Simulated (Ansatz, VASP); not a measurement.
**One calculation of BN, two programs**

Contents of INCAR:

```
PREC = Accurate
ENCUT = 520
EDIFF = 1E-7
ISMEAR = 0
SIGMA = 0.05
LREAL = False
LASPH = True
NELM = 100
ALGO = Normal
ISIF = 2
LWAVE = False
LCHARG = False
GGA = PE
NBANDS = 16
```

KPOINTS

```
regular mesh
0
Gamma
  12 12 6
```

Contents of POSCAR:

```
BN
1.0
    2.5539396017      0.0000000000      0.0000000000
   -1.2769698009      2.2117765748      0.0000000000
    0.0000000000      0.0000000000      4.2268550000
B N
2 2
Direct
    0.7683948442      0.5367896883      0.8932618668
    0.3333333333      0.6666666667      0.4997240000
    0.6666666667      0.3333333333      0.6252760000
    0.3333333333      0.6666666667      0.1252760000
```

Input for Ansatz:

```yaml
crystal:
  lattice:
    - [2.5539396017, 0.0, 0.0]
    - [-1.2769698009, 2.2117765748, 0.0]
    - [0.0, 0.0, 4.226855]
  atoms:
    - { symbol: B, position: [0.7683948442, 0.5367896883, 0.8932618668] }
    - { symbol: B, position: [0.3333333333, 0.6666666667, 0.499724] }
    - { symbol: "N", position: [0.6666666667, 0.3333333333, 0.625276] }
    - { symbol: "N", position: [0.3333333333, 0.6666666667, 0.125276] }
basis:
  ecutwfc: 420
kpoints:
  mp_grid: { grid: [12, 12, 6] }
hamiltonian:
  xc: pbe
scf:
  occupations: { method: gaussian, width: 0.05 }
output:
  forces: true
  stress: true
  eigenvalues: true
```

Alike in both runs: task single point; functional PBE; k mesh 12 × 12 × 6; occupations gaussian, width 0.05 eV; no spin polarisation.

```csv
,VASP,Ansatz
version,VASP 6.6.1,Ansatz 0.2.0
potentials or method,"VASP PAW PBE potentials, release 64 (B, N), cutoff 520 eV","scalar-relativistic, plane waves, PAW"
valence electrons in the cell,16,16
```

Ansatz gave:

| Item | Value |
| --- | --- |
| gap on the k mesh at the Fermi level (eV) | none |
| rms of the force components (eV/Å) | 8.041 |

Problem. What did VASP give for the same quantities?

Solution. gap on the k mesh at the Fermi level (eV): none; rms of the force components (eV/Å): 8.067.

Atom by atom the forces differ by 0.029 eV/Å (rms over components). A gap of «none» marks a metal or a gap that the smearing closes. The functional is the same, so the differences come from potentials, cutoffs and numerics.
